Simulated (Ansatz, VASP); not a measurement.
**Two plane-wave programs on Mn**

```
Mn
1.0
     0.00000    2.66868    2.66868
     2.66868    0.00000    2.66868
     2.66868    2.66868    0.00000
Mn
2
Cartesian
  0.6672 0.6672 0.6672
  4.6702 4.6702 4.6702
```

Alike in both runs: task single point; functional BLYP; k mesh 12 × 12 × 12; occupations fermi-dirac, width 0.05 eV; collinear spin.

```csv
,VASP,Ansatz
version,VASP 6.6.1,Ansatz 0.2.0
potentials or method,"VASP PAW PBE potentials, release 64 (Mn_pv), cutoff 520 eV","plane waves (420 eV) with PAW, scalar-relativistic"
valence electrons in the cell,26,30
```

```tsv
	VASP	Ansatz	Ansatz less VASP
pressure (GPa)	-3.0	-3.1	-0.11
net moment per atom (μB)	0.00	0.00	0.000
size of the moment on the site where the two differ most (μB)	2.58	2.43	-0.150
```

VASP's potentials were made for PBE, not for BLYP. Site moments also hang on the region over which each program counts them. VASP's potentials hold 26 valence electrons a cell and Ansatz's 30, so a difference there can come from the potentials and not from the codes.
